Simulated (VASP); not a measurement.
A run of VASP 6.6.1 is set up as follows.

The input INCAR:

```
SYSTEM = MgS
ALGO = Normal
EDIFF = 1E-6
ENCUT = 600
GGA = RE
GGA_COMPAT = .FALSE.
ISIF = 2
ISMEAR = 0
LASPH = .TRUE.
LCHARG = .FALSE.
LREAL = .FALSE.
LWAVE = .FALSE.
NBANDS = 11
NELM = 120
PREC = Accurate
SIGMA = 0.05
```

The input KPOINTS:

```
k-points
0
G
  8 8 8
  0 0 0
```

The input POSCAR:

```
MgS
1.0
    0.0000000000      2.6526363400      2.6526363400
    2.6526363400      0.0000000000      2.6526363400
    2.6526363400      2.6526363400      0.0000000000
Mg S
1 1
Direct
    0.0000000000      0.0000000000      0.0000000000
    0.5000000000      0.5000000000      0.5000000000
```

Potentials or basis: VASP PAW PBE potentials, release 64 (Mg, S).

The run is started by

```sh
$ cat potpaw_PBE.64/Mg/POTCAR potpaw_PBE.64/S/POTCAR > POTCAR
$ mpirun -np 1 vasp_std > vasp.out
```

Predict the pressure.

-1.7 GPa.

Predict the band gap on the k mesh.

2.77 eV (least direct gap 3.39 eV).

Caveat: the PAW data sets were made with another functional, which shifts forces and pressure a little. A k mesh can miss the band edges.
